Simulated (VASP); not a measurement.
# TiB2 (P6/mmm) in VASP: notebook

The runs below take TiB2 through single point, with r2SCAN-based global hybrid with 25 % exact exchange, r2SCAN-based global hybrid with 35 % exact exchange, PBE-based global hybrid with 25 % exact exchange.

All numbers are computed with VASP 6.6.1; they aren't measurements. Logs are shortened: lines on timing, memory, paths and dates and some standing lists are left out, and cuts for length are marked.

**1. The cell of the first run**

It takes space group P6/mmm (No. 191, hexagonal). The conventional cell has a = 3.029 Å, b = 3.029 Å, c = 3.228 Å, α = 90.00°, β = 90.00°, γ = 120.00°. Ti (site symmetry 6/mmm) has 12 B at 2.38 Å and 6 Ti at 3.03 Å within 3.1 Å. B (site symmetry -6m2) has 3 B at 1.75 Å and 6 Ti at 2.38 Å within 2.4 Å.

**2. Single point, r2SCAN-based global hybrid with 25 % exact exchange**

Input file POSCAR:

```
TiB2
1.0
    3.0292000000      0.0000000000      0.0000000000
   -1.5146000000      2.6233641531      0.0000000000
    0.0000000000      0.0000000000      3.2284000000
Ti B
1 2
Direct
    0.0000000000      0.0000000000      0.0000000000
    0.6666666667      0.3333333333      0.5000000000
    0.3333333333      0.6666666667      0.5000000000
```

Input file INCAR.step1:

```
PREC = Accurate
ENCUT = 520
EDIFF = 1E-5
ISMEAR = -1
SIGMA = 0.05
LREAL = F
LASPH = T
NELM = 80
ALGO = Normal
ISIF = 2
LWAVE = T
LCHARG = F
NBANDS = 16
GGA = PE
```

Input file INCAR.step2:

```
PREC = Accurate
ENCUT = 520
EDIFF = 1E-6
ISMEAR = -1
SIGMA = 0.05
LREAL = F
LASPH = T
NELM = 80
ALGO = Normal
ISIF = 2
LWAVE = F
LCHARG = F
METAGGA = R2SCAN
LHFCALC = T
AEXX = 0.25
LMIXTAU = T
PRECFOCK = Normal
NBANDS = 16
ISTART = 1
```

Input file KPOINTS:

```
Automatic mesh
0
Gamma
  6 6 5
```

Potentials or basis: VASP PAW PBE potentials, release 64 (Ti_sv, B).

The run is started by

```
> cat potpaw_PBE.64/Ti_sv/POTCAR potpaw_PBE.64/B/POTCAR > POTCAR
> cp INCAR.step1 INCAR
> mpirun -np 1 vasp_std > vasp.out
> cp INCAR.step2 INCAR
> mpirun -np 1 vasp_std > vasp.out
```

OUTCAR:

```text
PREC = Accurate
   ENCUT = 520
   EDIFF = 1E-6
   ISMEAR = -1
   LREAL = F
   LASPH = T
   NELM = 80
   ISIF = 2
   METAGGA = R2SCAN
   LHFCALC = T
   AEXX = 0.25
   PRECFOCK = Normal
   ISTART = 1

 ion  position               nearest neighbor table
   1  0.000  0.000  0.000-   2 2.38   3 2.38   2 2.38   3 2.38   3 2.38   3 2.38   2 2.38   2 2.38
                             2 2.38   2 2.38   3 2.38   3 2.38
   2  0.667  0.333  0.500-   3 1.75   3 1.75   3 1.75   1 2.38   1 2.38   1 2.38   1 2.38   1 2.38
                             1 2.38
   3  0.333  0.667  0.500-   2 1.75   2 1.75   2 1.75   1 2.38   1 2.38   1 2.38   1 2.38   1 2.38
                             1 2.38

  LATTYP: Found a hexagonal cell.
 ALAT       =     3.0292000000
 C/A-ratio  =     1.0657599366

  Lattice vectors:

 A1 = (   3.0292000000,   0.0000000000,   0.0000000000)
 A2 = (  -1.5146000000,   2.6233641531,   0.0000000000)
 A3 = (   0.0000000000,   0.0000000000,   3.2284000000)

Analysis of symmetry for initial positions (statically):
=====================================================================
 Subroutine PRICEL returns:
 Original cell was already a primitive cell.

 Routine SETGRP: Setting up the symmetry group for a
 hexagonal supercell.

 Subroutine GETGRP returns: Found 24 space group operations
 (whereof 24 operations were pure point group operations)
 out of a pool of 24 trial point group operations.

The static configuration has the point symmetry D_6h.

Analysis of symmetry for dynamics (positions and initial velocities):
=====================================================================
 Subroutine PRICEL returns:
 Original cell was already a primitive cell.

 Routine SETGRP: Setting up the symmetry group for a
 hexagonal supercell.

 Subroutine GETGRP returns: Found 24 space group operations
 (whereof 24 operations were pure point group operations)
 out of a pool of 24 trial point group operations.

The dynamic configuration has the point symmetry D_6h.

 Subroutine INISYM returns: Found 24 space group operations
 (whereof 24 operations are pure point group operations),
 and found     1 'primitive' translations

----------------------------------------------------------------------------------------

                                     Primitive cell

  volume of cell :      25.6551

  direct lattice vectors                    reciprocal lattice vectors
     3.029200000  0.000000000  0.000000000     0.330120164  0.190594965  0.000000000
    -1.514600000  2.623364153  0.000000000     0.000000000  0.381189931  0.000000000
     0.000000000  0.000000000  3.228400000     0.000000000  0.000000000  0.309750960

  length of vectors
     3.029200000  3.029200000  3.228400000     0.381189931  0.381189931  0.309750960

  position of ions in fractional coordinates (direct lattice)
     0.000000000  0.000000000  0.000000000
     0.666666667  0.333333333  0.500000000
     0.333333333  0.666666667  0.500000000

  ion indices of the primitive-cell ions
   primitive index   ion index
                 1           1
                 2           2
                 3           3

----------------------------------------------------------------------------------------

 KPOINTS: Automatic mesh

Automatic generation of k-mesh.
 Grid dimensions read from file:
 generate k-points for:    6    6    5

 Generating k-lattice:

  Cartesian coordinates                     Fractional coordinates (reciprocal lattice)
     0.055020027  0.031765828  0.000000000     0.166666667  0.000000000  0.000000000
     0.000000000  0.063531655  0.000000000     0.000000000  0.166666667  0.000000000
     0.000000000  0.000000000  0.061950192     0.000000000  0.000000000  0.200000000

  Length of vectors
     0.063531655  0.063531655  0.061950192

  Shift w.r.t. Gamma in fractional coordinates (k-lattice)
     0.000000000  0.000000000  0.000000000

 Subroutine IBZKPT returns following result:
 ===========================================

 Found     21 irreducible k-points:

 Following reciprocal coordinates:
            Coordinates               Weight
  0.000000  0.000000  0.000000      1.000000
  0.166667 -0.000000  0.000000      6.000000
  0.333333 -0.000000  0.000000      6.000000
  0.500000 -0.000000  0.000000      3.000000
  0.166667  0.166667  0.000000      6.000000
  0.333333  0.166667  0.000000     12.000000
[... 13 lines left out ...]
  0.333333  0.166667  0.400000     24.000000
  0.333333  0.333333  0.400000      4.000000
   k-points           NKPTS =     21   k-points in BZ     NKDIM =    180   number of bands    NBANDS=     16
   number of dos      NEDOS =    301   number of ions     NIONS =      3
   total plane-waves  NPLWV =  13824
   dimension x,y,z NGX =    24 NGY =   24 NGZ =   24
   dimension x,y,z NGXF=    48 NGYF=   48 NGZF=   48
   ions per type =               1   2
   NGX,Y,Z   is equivalent  to a cutoff of  13.17, 13.17, 12.36 a.u.
   NGXF,Y,Z  is equivalent  to a cutoff of  26.34, 26.34, 24.72 a.u.
 SYSTEM =  unknown system
   PREC   = accura    normal or accurate (medium, high low for compatibility)
   ISTART =      1    job   : 0-new  1-cont  2-samecut
   ICHARG =      0    charge: 1-file 2-atom 10-const
   ISPIN  =      1    spin polarized calculation?
   LNONCOLLINEAR =      F non collinear calculations
   LSORBIT =      F    spin-orbit coupling
   LASPH  =      T    aspherical Exc in radial PAW
   ENCUT  =  520.0 eV  38.22 Ry    6.18 a.u.   5.63  5.63  6.00*2*pi/ulx,y,z
   NELM   =     80;   NELMIN=  2; NELMDL=  0     # of ELM steps
   EDIFF  = 0.1E-05   stopping-criterion for ELM
   LREAL  =      F    real-space projection
   EDIFFG = 0.1E-04   stopping-criterion for IOM
   NSW    =      0    number of steps for IOM
   IBRION =     -1    ionic relax: 0-MD 1-quasi-New 2-CG
   NFREE  =      0    steps in history (QN), initial steepest desc. (CG)
   ISIF   =      2    stress and relaxation
   ISYM   =      3    0-nonsym 1-usesym 2-fastsym
   POTIM  = 0.5000    time-step for ionic-motion
   TEBEG  =    0.0;   TEEND  =   0.0 temperature during run
   PSTRESS=    0.0 pullay stress
   NELECT =      18.0000    total number of electrons
   NUPDOWN=      -1.0000    fix difference up-down
   EMIN   =  10.00;   EMAX   =-10.00  energy-range for DOS
   EFERMI =   0.00;   METHOD = LEGACY
   ISMEAR =    -1;   SIGMA  =   0.05  broadening in eV -4-tet -1-fermi 0-gaus
   EFERMI_NEDOS =   21; number of points for ismear=-14 and -15
   IALGO  =     38    algorithm
   IMIX   =      1    mixing-type and parameters
     AMIX     =   0.40;   BMIX     =  1.00
     AMIX_MAG =   1.60;   BMIX_MAG =  1.00
  volume/ion in A,a.u.               =       8.55        57.71
  Fermi-wavevector in a.u.,A,eV,Ry     =   1.454703  2.748990 28.792122  2.116161
  Thomas-Fermi vector in A             =   2.571823
   LORBIT       =      0    0 simple, 1 ext, 2 COOP (PROOUT), +10 PAW based schemes
   METAGGA = R2SCAN    functional components
   LHFCALC =     T    Hartree Fock is set to
   PRECFOCK=normal    Normal, Fast or Accurate (Low or Medium for compatibility)
   ENCUT4O =  -1.0   cutoff for four orbital integrals eV
   NKREDX  =     1    reduce k-point grid by
   NKREDY  =     1    reduce k-point grid by
   NKREDZ  =     1    reduce k-point grid by
   AEXX    =    0.2500 exact exchange contribution
   HFSCREEN=    0.0000 screening length (either q_TF or 0.3 A-1)
   HFSCREENC=   0.0000 screening length for correlation (either q_TF or 0.3 A-1)
   ENCUTFOCK=  -1.0 apply spherical cutoff to Coloumb kernel
   IVDW    =     0    specifies the selected vdW correction
   LEPSILON=     F    determine dielectric tensor
   LRPA    =     F    only Hartree local field effects (RPA)
 non-spin polarized calculation
  energy-cutoff  :      520.00
  volume of cell :       25.66
 maximum number of plane-waves:       721
 NGX is ok and might be reduce to    24
  NGX = 18; NGY = 18; NGZ = 20

 number of electron      18.0000002 magnetization

 Free energy of the ion-electron system (eV)
  ---------------------------------------------------
  ext. energy  EPLUGINS =         0.00000000
  ---------------------------------------------------
  free energy    TOTEN  =       -34.39112392 eV

  energy without entropy =      -34.38777767  energy(sigma->0) =      -34.38945080

 E-fermi :  10.4294     XC(G=0): -10.6236

 val. band max:        9.9310760182   @ k =   0.0000   0.0000   0.2000
 cond. band min:      10.5146840839   @ k =   0.3333   0.1667   0.0000
 fundamental gap:      0.5836080657
 Fermi energy:        10.4293592625

 k-point     1 :       0.0000    0.0000    0.0000
  band No.  band energies     occupation
      1     -53.7417      2.00000
      2     -27.7796      2.00000
      3     -27.4049      2.00000
      4     -27.4049      2.00000
      5      -6.3255      2.00000
      6       6.5438      2.00000
[... 8 lines left out ...]
     15      16.9454      0.00000
     16      18.1651      0.00000

 k-point     2 :       0.1667   -0.0000    0.0000
  band No.  band energies     occupation
      1     -53.7260      2.00000
      2     -27.7559      2.00000
      3     -27.5275      2.00000
      4     -27.4324      2.00000
      5      -5.7198      2.00000
      6       4.8429      2.00000
[... 8 lines left out ...]
     15      19.8161      0.00000
     16      20.1421      0.00000

 k-point     3 :       0.3333   -0.0000    0.0000
  band No.  band energies     occupation
      1     -53.6949      2.00000
      2     -27.7636      2.00000
      3     -27.7105      2.00000
      4     -27.4862      2.00000
      5      -4.0192      2.00000
      6       1.6441      2.00000
[... 8 lines left out ...]
     15      18.9328      0.00000
     16      20.6182      0.00000
[... 305 lines left out ...]
 k-point    20 :       0.3333    0.1667    0.4000
  band No.  band energies     occupation
      1     -53.6644      2.00000
      2     -27.8756      2.00000
      3     -27.7888      2.00000
      4     -27.5486      2.00000
      5      -2.0360      2.00000
      6       0.8935      2.00000
[... 8 lines left out ...]
     15      19.7119      0.00000
     16      20.6226      0.00000

 k-point    21 :       0.3333    0.3333    0.4000
  band No.  band energies     occupation
      1     -53.6564      2.00000
      2     -27.8614      2.00000
      3     -27.7048      2.00000
      4     -27.7048      2.00000
      5      -0.5419      2.00000
      6      -0.5419      2.00000
[... 8 lines left out ...]
     15      18.5425      0.00000
     16      23.3042      0.00000

------------------------ aborting loop because EDIFF is reached ----------------------------------------

  FORCE on cell =-STRESS in cart. coord.  units (eV):
  Direction    XX          YY          ZZ          XY          YZ          ZX
  --------------------------------------------------------------------------------------
  -------------------------------------------------------------------------------------
  Total       -0.7404081     -0.7404081     -0.9642328      0.0000000     -0.0000000      0.0000000
  in kB      -46.2389402    -46.2389402    -60.2169287      0.0000000     -0.0000000      0.0000000
  external PRESSURE =     -50.8982697 kB  Pullay stress =       0.0000000 kB

 VOLUME and BASIS-vectors are now :
 -----------------------------------------------------------------------------
  energy-cutoff  :      520.00
  volume of cell :       25.66
      direct lattice vectors                 reciprocal lattice vectors
     3.029200000  0.000000000  0.000000000     0.330120164  0.190594965  0.000000000
    -1.514600000  2.623364153  0.000000000     0.000000000  0.381189931  0.000000000
     0.000000000  0.000000000  3.228400000     0.000000000  0.000000000  0.309750960

 POSITION                                       TOTAL-FORCE (eV/Angst)
 -----------------------------------------------------------------------------------
      0.00000      0.00000      0.00000        -0.000000      0.000000      0.000000
      1.51460      0.87445      1.61420         0.000000      0.000000      0.000000
     -0.00000      1.74891      1.61420        -0.000000      0.000000      0.000000
 -----------------------------------------------------------------------------------
    total drift:                                0.000000      0.000000     -0.000000

  FREE ENERGIE OF THE ION-ELECTRON SYSTEM (eV)
  ---------------------------------------------------
  free  energy   TOTEN  =       -34.3911239238 eV

  energy  without entropy=      -34.3877776739  energy(sigma->0) =      -34.38945080
```

Run time: 42 min. Hardware: 1 thread of Intel Xeon 8259CL, shared host; peak memory 0.16 GiB.

What came out:

* Free energy: -34.3911 eV
* Pressure: -5.1 GPa
* Band gap on the k mesh: zero (bands 9 and 10 overlap by 0.17 eV)

Caveat: the k points lie up to 0.40 Å⁻¹ apart; the PAW data sets were made with another functional, which shifts forces and pressure a little.

**3. Single point, r2SCAN-based global hybrid with 35 % exact exchange**

POSCAR is that of step 2.

Input file INCAR.step1:

```
SYSTEM = TiB2
ALGO = Normal
EDIFF = 1E-5
ENCUT = 520
GGA = PE
ISIF = 2
ISMEAR = -1
LASPH = .TRUE.
LCHARG = .FALSE.
LREAL = .FALSE.
LWAVE = .TRUE.
NBANDS = 16
NELM = 80
PREC = Accurate
SIGMA = 0.05
```

Input file INCAR.step2:

```
SYSTEM = TiB2
AEXX = 0.35
ALGO = Normal
EDIFF = 1E-6
ENCUT = 520
ISIF = 2
ISMEAR = -1
ISTART = 1
LASPH = .TRUE.
LCHARG = .FALSE.
LHFCALC = .TRUE.
LMIXTAU = .TRUE.
LREAL = .FALSE.
LWAVE = .FALSE.
METAGGA = R2SCAN
NBANDS = 16
NELM = 80
PREC = Accurate
PRECFOCK = Normal
SIGMA = 0.05
```

Input file KPOINTS:

```
k-points
0
G
  6 6 5
  0 0 0
```

Potentials or basis: VASP PAW PBE potentials, release 64 (Ti_sv, B).

The run is started by

```
> cat potpaw_PBE.64/Ti_sv/POTCAR potpaw_PBE.64/B/POTCAR > POTCAR
> cp INCAR.step1 INCAR
> mpirun -np 1 vasp_std > vasp.out
> cp INCAR.step2 INCAR
> mpirun -np 1 vasp_std > vasp.out
```

It took 18 min on 1 thread of Intel Xeon Platinum 8488C (Sapphire Rapids), shared host; peak memory 0.16 GiB.

Results (log left out):

| Property | Result |
| --- | --- |
| Free energy | -35.8165 eV |
| Pressure | -7.0 GPa |
| Band gap on the k mesh | zero (bands 9 and 10 overlap by 0.26 eV) |

Stress tensor (GPa, compression positive):
```
-6.45  0.00  0.00
 0.00 -6.45  0.00
 0.00  0.00 -8.03
```

Levels at points of the mesh, in eV from the Fermi level:
```
           k point  band 5  band 6  band 7  band 8  band 9  band 10  band 11  band 12  band 13  band 14
(0.00, 0.00, 0.00)  -17.73   -4.40   -4.40   -4.21   -3.67     3.03     3.03     5.01     5.01     6.68
(0.50, 0.00, 0.00)  -12.73  -12.70   -5.28   -5.08   -3.85     2.25     4.04     4.05     4.63     8.24
```

Caveat: the k points lie up to 0.40 Å⁻¹ apart; the PAW data sets were made with another functional, which shifts forces and pressure a little.

**4. Single point, PBE-based global hybrid with 25 % exact exchange**

POSCAR is that of step 3.

Input file INCAR.step1:

```
SYSTEM = TiB2
  ALGO = Normal
  EDIFF = 1E-5
  ENCUT = 520
  GGA = PE
  ISIF = 2
  ISMEAR = -1
  LASPH = .True.
  LCHARG = .False.
  LREAL = .False.
  LWAVE = .True.
  NBANDS = 16
  NELM = 100
  PREC = Accurate
  SIGMA = 0.05
```

Input file INCAR.step2:

```
SYSTEM = TiB2
  AEXX = 0.25
  ALGO = Normal
  EDIFF = 1E-7
  ENCUT = 520
  GGA = PE
  ISIF = 2
  ISMEAR = -1
  ISTART = 1
  LASPH = .True.
  LCHARG = .False.
  LHFCALC = .True.
  LREAL = .False.
  LWAVE = .False.
  NBANDS = 16
  NELM = 100
  PREC = Accurate
  PRECFOCK = Normal
  SIGMA = 0.05
```

Input file KPOINTS:

```
k-points
0
Gamma
  6 6 5
  0 0 0
```

The run is started by

```
> cat potpaw_PBE.64/Ti_sv/POTCAR potpaw_PBE.64/B/POTCAR > POTCAR
> cp INCAR.step1 INCAR
> mpirun -np 1 vasp_std > vasp.out
> cp INCAR.step2 INCAR
> mpirun -np 1 vasp_std > vasp.out
```

It took 37 min on 1 thread of Intel Xeon Platinum 8488C (Sapphire Rapids), shared host; peak memory 0.15 GiB.

It converged, with:

```yaml
Free_energy: -29.4732 eV
Pressure: -5.0 GPa
Band_gap_on_the_k_mesh: zero (bands 9 and 10 overlap by 0.17 eV)
```

Stress tensor (GPa, compression positive):
```
-4.36  0.00  0.00
 0.00 -4.36  0.00
 0.00  0.00 -6.34
```

Levels at points of the mesh, in eV from the Fermi level:
| k point | band 7 | band 8 | band 9 | band 10 | band 11 | band 12 |
| --- | --- | --- | --- | --- | --- | --- |
| (0.00, 0.00, 0.00) | -3.81 | -3.56 | -3.15 | 2.67 | 2.67 | 4.56 |
| (0.50, 0.00, 0.00) | -4.59 | -4.45 | -3.31 | 1.97 | 3.63 | 3.86 |

Caveat: the k points lie up to 0.40 Å⁻¹ apart; the PAW data sets were made with another functional, which shifts forces and pressure a little.

**5. The runs side by side**

| level | share of exact exchange | gap on the mesh (eV) | pressure (GPa) |
| --- | --- | --- | --- |
| r2SCAN-based global hybrid with 25 % exact exchange | 0.25 | none | -5.1 |
| r2SCAN-based global hybrid with 35 % exact exchange | 0.35 | none | -7.0 |
| PBE-based global hybrid with 25 % exact exchange | 0.25 | none | -5.0 |

Alike in all rows: task single point; potentials or basis VASP PAW PBE potentials, release 64 (Ti_sv, B); no spin polarisation; cell as given; k mesh 6 × 6 × 5; cutoff (eV) 520; smearing fermi-dirac 0.05 eV.

Caveats: all runs use coarse meshes; the PAW data sets were made with another functional, which shifts forces and pressure a little.

Absolute energies hang on the potentials; compare differences alone.

The gap in the log of VASP goes by the Fermi energy; the results here count the filled bands.